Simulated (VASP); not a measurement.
# ZrSi4Ru (P6/mmm) in VASP: settings compared, part 2 of 2

VASP 6.6.1. Earlier steps stand in the parts before.

**3. Relaxation of cell and atoms, PBE**

This run uses another cell than the first one, of 15.29 Å³/atom.

File INCAR:

```
SYSTEM = ZrSi4Ru
ALGO = Normal ; EDIFF = 1E-7
EDIFFG = -0.04 ; ENCUT = 500
GGA = PE ; GGA_COMPAT = .False.
IBRION = 2 ; ISIF = 3
ISMEAR = 0 ; LASPH = .True.
LCHARG = .False. ; LREAL = .False.
LWAVE = .False. ; NELM = 120
NELMIN = 4 ; NSW = 90
PREC = Accurate ; SIGMA = 0.1
```

File KPOINTS:

```
k-points
0
Gamma
  6 6 4
  0 0 0
```

File POSCAR:

```
ZrSi4Ru
1.0
    4.4526710000      0.0000000000      0.0000000000
   -2.2263355000      3.8561262000      0.0000000000
    0.0000000000      0.0000000000      5.3441505900
Zr Si Ru
1 4 1
Direct
    0.0000000000      0.0000000000      0.0000000000
    0.3333333300      0.6666666700      0.2792831600
    0.3333333300      0.6666666700      0.7207168400
    0.6666666700      0.3333333300      0.7207168400
    0.6666666700      0.3333333300      0.2792831600
    0.0000000000      0.0000000000      0.5000000000
```

Potentials or basis: VASP PAW PBE potentials, release 64 (Zr_sv, Si, Ru_pv).

Started as:

```sh
$ cat potpaw_PBE.64/Zr_sv/POTCAR potpaw_PBE.64/Si/POTCAR potpaw_PBE.64/Ru_pv/POTCAR > POTCAR
$ mpirun -np 1 vasp_std > vasp.out
```

OUTCAR:

```text
SYSTEM = ZrSi4Ru
   EDIFF = 1E-7
   EDIFFG = -0.04
   ENCUT = 500
   GGA = PE
   IBRION = 2
   ISIF = 3
   ISMEAR = 0
   LASPH = .True.
   LREAL = .False.
   NELM = 120
   NELMIN = 4
   NSW = 90
   PREC = Accurate

 ion  position               nearest neighbor table
   1  0.000  0.000  0.000-   6 2.67   6 2.67   4 2.97   5 2.97   2 2.97   3 2.97   2 2.97   3 2.97
                             4 2.97   5 2.97   4 2.97   5 2.97   2 2.97   3 2.97
   2  0.333  0.667  0.279-   3 2.36   5 2.57   5 2.57   5 2.57   6 2.83   6 2.83   6 2.83   1 2.97
                             1 2.97   1 2.97   3 2.99
   3  0.333  0.667  0.721-   2 2.36   4 2.57   4 2.57   4 2.57   6 2.83   6 2.83   6 2.83   1 2.97
                             1 2.97   1 2.97   2 2.99
   4  0.667  0.333  0.721-   5 2.36   3 2.57   3 2.57   3 2.57   6 2.83   6 2.83   6 2.83   1 2.97
                             1 2.97   1 2.97   5 2.99
   5  0.667  0.333  0.279-   4 2.36   2 2.57   2 2.57   2 2.57   6 2.83   6 2.83   6 2.83   1 2.97
                             1 2.97   1 2.97   4 2.99
   6  0.000  0.000  0.500-   1 2.67   1 2.67   3 2.83   4 2.83   5 2.83   2 2.83   2 2.83   3 2.83
                             4 2.83   5 2.83   4 2.83   5 2.83   2 2.83   3 2.83

  LATTYP: Found a hexagonal cell.
 ALAT       =     4.4526710000
 C/A-ratio  =     1.2002123198

  Lattice vectors:
[... 187 lines left out ...]

  FORCE on cell =-STRESS in cart. coord.  units (eV):
  Direction    XX          YY          ZZ          XY          YZ          ZX
  --------------------------------------------------------------------------------------
  -------------------------------------------------------------------------------------
  Total       -3.3055931     -3.3055931      4.2365074     -0.0000000     -0.0000000      0.0000000
  in kB      -57.7177572    -57.7177572     73.9721112     -0.0000000     -0.0000000      0.0000000
  external PRESSURE =     -13.8211344 kB  Pullay stress =       0.0000000 kB
[... 101 lines left out ...]
  FREE ENERGIE OF THE ION-ELECTRON SYSTEM (eV)
  ---------------------------------------------------
  free  energy   TOTEN  =       -40.2376482263 eV

  energy  without entropy=      -40.2181453378  energy(sigma->0) =      -40.22789678

[... ionic steps 4 to 8 ...]

--------------------------------------- Ionic step        9  -------------------------------------------

 number of electron      41.9999993 magnetization

------------------------ aborting loop because EDIFF is reached ----------------------------------------
[... 75 lines left out ...]
--------------------------------------- Ionic step       11  -------------------------------------------

 number of electron      41.9999993 magnetization

 Free energy of the ion-electron system (eV)
  ---------------------------------------------------
  ext. energy  EPLUGINS =         0.00000000
  ---------------------------------------------------
  free energy    TOTEN  =       -40.44528893 eV

  energy without entropy =      -40.43886022  energy(sigma->0) =      -40.44207457

 E-fermi :  11.3481     XC(G=0): -11.8009

 val. band max:       11.2107925860   @ k =   0.1667   0.0000   0.2500
 cond. band min:      11.3867276984   @ k =   0.3333   0.3333   0.2500
 fundamental gap:      0.1759351124
 Fermi energy:        11.3480926541

 k-point     1 :       0.0000    0.0000    0.0000
  band No.  band energies     occupation
      1     -38.5350      2.00000
      2     -31.5264      2.00000
      3     -31.5264      2.00000
      4     -31.3166      2.00000
      5     -16.5848      2.00000
      6     -16.5570      2.00000
[... 610 lines left out ...]
  FREE ENERGIE OF THE ION-ELECTRON SYSTEM (eV)
  ---------------------------------------------------
  free  energy   TOTEN  =       -40.4452889289 eV

  energy  without entropy=      -40.4388602162  energy(sigma->0) =      -40.44207457

 reached required accuracy - stopping structural energy minimisation
```

OSZICAR:

```text
N       E                     dE             d eps       ncg     rms          rms(c)
DAV:   1     0.304296785895E+03    0.30430E+03   -0.21727E+04  1090   0.156E+03
DAV:   2    -0.239503756983E+02   -0.32825E+03   -0.32480E+03  1205   0.385E+02
DAV:   3    -0.412906816425E+02   -0.17340E+02   -0.16977E+02  1592   0.734E+01
[... 131 lines left out ...]
DAV:   4    -0.404453000946E+02    0.96219E-04   -0.98078E-04  1439   0.177E-01    0.469E-02
DAV:   5    -0.404452899635E+02    0.10131E-04   -0.12328E-04  1683   0.603E-02    0.258E-02
DAV:   6    -0.404452907154E+02   -0.75186E-06   -0.15712E-05  1748   0.197E-02    0.123E-02
DAV:   7    -0.404452888979E+02    0.18175E-05   -0.58029E-06  1603   0.120E-02    0.174E-03
DAV:   8    -0.404452889289E+02   -0.30997E-07   -0.25186E-07  1023   0.295E-03
  11 F= -.40445289E+02 E0= -.40442075E+02  d E =-.963146E-03
```

It took 9.4 min on 1 thread of Intel Xeon 8259CL, shared host; peak memory 0.23 GiB.

Results:

```yaml
Free_energy: -40.4453 eV
Relaxed_volume: 14.90 Å³/atom
Relaxed_cell: a = 4.151 Å, b = 4.151 Å, c = 5.992 Å, α = 90.00°, β = 90.00°, γ = 120.00°
Space_group_after_relaxing_to_0.1_Å: P6/mmm (No. 191)
Energy_gained_by_relaxing: 75.2 meV/atom
Ionic_steps: 11
Pressure_after_relaxing: 0.1 GPa
Largest_force_after_relaxing: 0.023 eV/Å
Band_gap_on_the_k_mesh: zero (bands 21 and 22 overlap by 1.04 eV)
```

Forces on the atoms (eV/Å):
```
Zr   0.000  0.000  0.000
Si   0.000  0.000  0.023
Si   0.000  0.000 -0.023
Si   0.000  0.000 -0.023
Si   0.000  0.000  0.023
Ru   0.000  0.000  0.000
```

Stress tensor (GPa, compression positive):
```
0.02 0.00 0.00
0.00 0.02 0.00
0.00 0.00 0.31
```

Step by step:
```tsv
step	energy change (eV)	largest force (eV/Å)	pressure (GPa)	volume (Å³)
1	0.0000	0.2316	-1.38	91.76
2	-0.2103	0.4246	-0.87	89.91
3	-0.2434	0.7927	1.04	88.06
4	-0.3698	0.5638	0.42	88.56
5	-0.1954	0.6479	2.91	89.55
6	-0.4429	0.2109	0.73	88.93
7	-0.4442	0.1582	0.81	88.99
8	-0.4453	0.0305	-1.41	90.32
9	-0.4500	0.0887	-0.39	89.68
10	-0.4503	0.0330	0.54	89.22
11	-0.4510	0.0227	0.11	89.43
```

Final structure:
```yaml
crystal:
  lattice:
    - [4.15141, 0.00000, 0.00000]
    - [-2.07570, 3.59523, 0.00000]
    - [0.00000, 0.00000, 5.99161]
  atoms:
    - { symbol: Zr, position: [0.00000, 0.00000, 0.00000] }
    - { symbol: Si, position: [0.33333, 0.66667, 0.29148] }
    - { symbol: Si, position: [0.33333, 0.66667, 0.70852] }
    - { symbol: Si, position: [0.66667, 0.33333, 0.70852] }
    - { symbol: Si, position: [0.66667, 0.33333, 0.29148] }
    - { symbol: Ru, position: [0.00000, 0.00000, 0.50000] }
```

**4. Single point, PBE, collinear spin, ferromagnetic start**

File INCAR:

```
SYSTEM = ZrSi4Ru
PREC = Accurate
ENCUT = 500
EDIFF = 1E-6
ISMEAR = 0
SIGMA = 0.1
LREAL = .False.
LASPH = .True.
NELM = 200
ALGO = Normal
ISIF = 2
LWAVE = .False.
LCHARG = .False.
ISPIN = 2
MAGMOM = 1 0 0 0 0 1
LORBIT = 11
LMAXMIX = 4
GGA = PE
NBANDS = 34
GGA_COMPAT = .False.
```

File KPOINTS:

```
regular mesh
0
Gamma
  6 6 4
  0 0 0
```

File POSCAR:

```
ZrSi4Ru
1.0
    4.1510967307      0.0000000000      0.0000000000
   -2.0755483653      3.5949552223      0.0000000000
    0.0000000000      0.0000000000      5.9935208917
Zr Si Ru
1 4 1
Direct
    0.0000000000      0.0000000000      0.0000000000
    0.3333333333      0.6666666667      0.2915043244
    0.3333333333      0.6666666667      0.7084956756
    0.6666666667      0.3333333333      0.7084956756
    0.6666666667      0.3333333333      0.2915043244
    0.0000000000      0.0000000000      0.5000000000
```

Started as:

```sh
$ cat potpaw_PBE.64/Zr_sv/POTCAR potpaw_PBE.64/Si/POTCAR potpaw_PBE.64/Ru_pv/POTCAR > POTCAR
$ mpirun -np 1 vasp_std > vasp.out
```

Run time: 3.3 min. Hardware: 1 thread of Intel Xeon 8259CL, shared host; peak memory 0.29 GiB.

The run converged. Its results:

```
Free energy                                           : -40.4455 eV
Pressure                                              : 0.1 GPa
Largest force                                         : 0.024 eV/Å
Band gap on the k mesh                                : zero (filled and empty bands overlap)
Net moment                                            : 0.00 μB per cell
Valence electrons inside the program's atomic spheres : Zr 9.72; Si 1.63; Ru 12.74
```

Forces in eV/Å, atoms in the order of the input:
```
Zr   0.000  0.000  0.000
Si   0.000  0.000  0.024
Si   0.000  0.000 -0.024
Si   0.000  0.000 -0.024
Si   0.000  0.000  0.024
Ru   0.000  0.000  0.000
```

Stress tensor (GPa, compression positive):
```
0.02 0.00 0.00
0.00 0.02 0.00
0.00 0.00 0.29
```

Levels at points of the mesh, in eV from the Fermi level:
Spin up:
| k point | band 19 | band 20 | band 21 | band 22 | band 23 | band 24 |
| --- | --- | --- | --- | --- | --- | --- |
| (0.00, 0.00, 0.00) | -1.75 | -1.75 | -0.57 | -0.57 | 0.62 | 0.63 |
| (0.50, 0.00, 0.00) | -1.38 | -0.19 | 0.06 | 0.90 | 0.94 | 1.68 |
| (0.00, 0.00, 0.50) | -2.22 | -2.22 | -1.26 | -0.80 | 0.50 | 0.50 |
| (0.50, 0.00, 0.50) | -2.41 | -0.79 | -0.15 | 0.48 | 0.52 | 0.80 |
Spin down:
| k point | band 17 | band 18 | band 19 | band 20 | band 21 | band 22 | band 23 | band 24 | band 25 | band 26 |
| --- | --- | --- | --- | --- | --- | --- | --- | --- | --- | --- |
| (0.00, 0.00, 0.00) | -2.12 | -2.12 | -1.75 | -1.75 | -0.57 | -0.57 | 0.62 | 0.63 | 0.63 | 0.68 |
| (0.50, 0.00, 0.00) | -2.65 | -2.53 | -1.38 | -0.19 | 0.06 | 0.90 | 0.94 | 1.68 | 1.84 | 2.44 |
| (0.00, 0.00, 0.50) | -3.48 | -3.48 | -2.22 | -2.22 | -1.26 | -0.80 | 0.50 | 0.50 | 1.50 | 1.84 |
| (0.50, 0.00, 0.50) | -2.65 | -2.62 | -2.41 | -0.79 | -0.15 | 0.48 | 0.52 | 0.80 | 1.24 | 1.54 |

**5. Summary**

| task | level | spin | cell | k mesh | gap on the mesh (eV) | pressure (GPa) | largest force (eV/Å) |
| --- | --- | --- | --- | --- | --- | --- | --- |
| single point | PBEsol | off | a = 4.166, b = 4.166, c = 5.951 Å, angles 90.0, 90.0, 120.0°, 6 atoms, atomic positions A | 12 × 12 × 6 | none | -4.1 | 0.03 |
| relaxation of cell and atoms | PBE | off | relaxed from a = 4.453, b = 4.453, c = 5.344 Å, angles 90.0, 90.0, 120.0°, 6 atoms, atomic positions B | 6 × 6 × 4 | none | 0.1 | 0.02 |
| single point | PBE | collinear, ferromagnetic start | a = 4.151, b = 4.151, c = 5.994 Å, angles 90.0, 90.0, 120.0°, 6 atoms, atomic positions A | 6 × 6 × 4 | none | 0.1 | 0.02 |

Alike in all rows: potentials or basis VASP PAW PBE potentials, release 64 (Zr_sv, Si, Ru_pv); cutoff (eV) 500; smearing gaussian 0.1 eV.

Caveats: the cell stands under tension (at least some runs); the PAW data sets were made with another functional, which shifts forces and pressure a little (at least some runs).

Absolute energies hang on the potentials; compare differences alone.
